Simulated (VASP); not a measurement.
Runs of VASP 6.6.1 on Hf. The structure is that of space group Im-3m (No. 229), or close to it. The cells are those of the table. This isn't the form of Hf at room conditions, which is hcp.

| task | cell | gap on the mesh (eV) | pressure (GPa) |
| --- | --- | --- | --- |
| single point | a = 2.981 Å, angles 109.5°, 1 atom | none | (a) |
| relaxation of cell and atoms | relaxed to 5 GPa from a = 3.074 Å, angles 109.5°, 1 atom | none | 4.9 |
| single point | a = 3.022 Å, angles 109.5°, 1 atom | none | 4.7 |
| relaxation of cell and atoms | relaxed to 10 GPa from a = 3.074 Å, angles 109.5°, 1 atom | none | 10.0 |
| single point | a = 3.068 Å, angles 109.5°, 1 atom | none | -0.4 |
| relaxation of cell and atoms | relaxed from a = 3.074 Å, angles 109.5°, 1 atom | none | 0.0 |
| relaxation of cell and atoms | relaxed to 20 GPa from a = 3.074 Å, angles 109.5°, 1 atom | none | 20.2 |
| single point | a = 2.911 Å, angles 109.5°, 1 atom | none | 19.9 |

Alike in all rows: level r2SCAN; potentials or basis VASP PAW PBE potentials, release 64 (Hf_pv); no spin polarisation; k mesh 10 × 10 × 10; cutoff (eV) 550; smearing fermi-dirac 0.1 eV.

**Question.** Estimate the missing entries.

**Answer.** (a) 9.7.

Caveats: the PAW data sets were made with another functional, which shifts forces and pressure a little; spin-orbit coupling is left out, which moves the levels of the heavy elements; the cell stands under pressure (at least some runs); the cell is relaxed towards a set pressure, so the run minimises the enthalpy, not the energy (at least some runs).

A k mesh can miss the band edges, and the runs leave out spin-orbit coupling on Hf.

A gap of «none» marks levels without a gap at the run's occupations.
